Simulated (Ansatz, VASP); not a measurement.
# Two plane-wave programs on BN

```
CELL_PARAMETERS angstrom
0.00000 1.81300 1.81300
1.81300 0.00000 1.81300
1.81300 1.81300 0.00000
ATOMIC_POSITIONS crystal
B 0.00000 0.00000 0.00000
N 0.68105 0.81895 0.68105
```

Change from the starting cell: all N atoms moved -0.250 Å, as atom 2 along Cartesian [0 1 0].

Alike in both runs: task single point; functional r2SCAN; k mesh 12 × 12 × 12; occupations gaussian, width 0.05 eV; no spin polarisation.

```csv
,VASP,Ansatz
version,VASP 6.6.1,Ansatz 0.2.0
potentials or method,"VASP PAW PBE potentials, release 64 (B, N), cutoff 520 eV","scalar-relativistic, plane waves, PAW"
valence electrons in the cell,8,8
```

```csv
,VASP,Ansatz,Ansatz less VASP
gap on the k mesh at the Fermi level (eV),2.92,2.92,+0.001
least direct gap on the mesh (eV),7.33,7.35,+0.013
pressure (GPa),12.8,12.1,-0.78
"traceless stress, the component that is largest in VASP (GPa)",-4.48,-4.25,+0.231
rms of the force components (eV/Å),2.966,2.969,+0.0033
```

VASP's potentials were made for PBE, not for r2SCAN. Atom by atom the forces differ by 0.003 eV/Å (rms over components).
